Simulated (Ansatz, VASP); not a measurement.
# YPb3: VASP beside Ansatz

```
CELL_PARAMETERS angstrom
4.85494 0.00000 0.00000
0.00000 4.85494 0.00000
0.00000 0.00000 4.85494
ATOMIC_POSITIONS crystal
Y 0.00000 0.00000 0.00000
Pb 0.00000 0.50000 0.50000
Pb 0.50000 0.00000 0.50000
Pb 0.50000 0.50000 0.00000
```

Change from the starting cell: volume scaled by 1.02.

Alike in both runs: task single point; functional PBEsol; k mesh 8 × 8 × 8; occupations fermi-dirac, width 0.08 eV; no spin polarisation.

```csv
,VASP,Ansatz
version,VASP 6.6.1,Ansatz 0.2.0
potentials or method,"VASP PAW PBE potentials, release 64 (Y_sv, Pb_d), cutoff 520 eV","all-electron LAPW, scalar-relativistic"
```

Ansatz gave:

| Item | Value |
| --- | --- |
| pressure (GPa) | -1.5 |

Question: Estimate VASP's values.

Answer: Pressure (GPa): -1.6.

VASP's potentials were made for PBE, not for PBEsol. Ansatz ran all-electron here, and VASP with PAW potentials.

Neither program's run includes spin-orbit coupling.
